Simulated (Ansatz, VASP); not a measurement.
Two plane-wave programs on BaTiO3

```
CELL_PARAMETERS angstrom
2.97874 1.71978 2.26297
-2.97874 1.71978 2.26297
0.00000 -3.43956 2.26297
ATOMIC_POSITIONS crystal
Ba 0.99997 0.99997 0.99997
Ti 0.50770 0.50770 0.50770
O 0.49225 0.49225 0.98652
O 0.49225 0.98652 0.49225
O 0.98652 0.49225 0.49225
```

Change from the starting cell: strain +0.050 along x and y, -0.025 along z, atoms carried along.

Alike in both runs: task single point; functional r2SCAN; k mesh 6 × 6 × 6; occupations gaussian, width 0.05 eV; no spin polarisation; Hubbard terms Ti d U = 4.0 eV.

```csv
,VASP,Ansatz
version,VASP 6.6.1,Ansatz 0.2.0
potentials or method,"VASP PAW PBE potentials, release 64 (Ba_sv, Ti_sv, O), cutoff 520 eV","scalar-relativistic, plane waves, PAW"
valence electrons in the cell,40,40
```

VASP gave:

```
gap on the k mesh at the Fermi level (eV)                     : 2.40
least direct gap on the mesh (eV)                             : 2.61
pressure (GPa)                                                : -7.8
traceless stress, the component that is largest in VASP (GPa) : 11.42
rms of the force components (eV/Å)                            : 0.078
```

**Question.** Which values does Ansatz return?

**Answer.** gap on the k mesh at the Fermi level (eV): 2.41; least direct gap on the mesh (eV): 2.61; pressure (GPa): -10.7; traceless stress, the component that is largest in VASP (GPa): 11.40; rms of the force components (eV/Å): 0.183.

VASP's potentials were made for PBE, not for r2SCAN. The programs project onto different local orbitals, so the same U acts differently, and such runs can settle in different states. Atom by atom the forces differ by 0.158 eV/Å (rms over components).

Spin-orbit coupling is off throughout.
